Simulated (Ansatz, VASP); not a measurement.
**B: VASP beside Ansatz**

```xyz
1
Lattice="0.0000 1.4782 1.4782 1.4782 0.0000 1.4782 1.4782 1.4782 0.0000" Properties=species:S:1:pos:R:3 pbc="T T T"
B     0.0000    0.0000    0.0000
```

Alike in both runs: task single point; functional RPBE; k mesh 21 × 21 × 21; occupations fermi-dirac, width 0.1 eV; no spin polarisation.

```csv
,VASP,Ansatz
version,VASP 6.6.1,Ansatz 0.2.0
potentials or method,"VASP PAW PBE potentials, release 64 (B), cutoff 520 eV","plane waves (420 eV) with PAW, scalar-relativistic"
valence electrons in the cell,3,3
```

Ansatz gave:

| Property | Result |
| --- | --- |
| pressure (GPa) | -17.4 |

**Question.** Which values does VASP return?

**Answer.** Pressure (GPa): -17.7.

VASP's potentials were made for PBE, not for RPBE. The functional is the same, so the differences come from potentials, cutoffs and numerics.
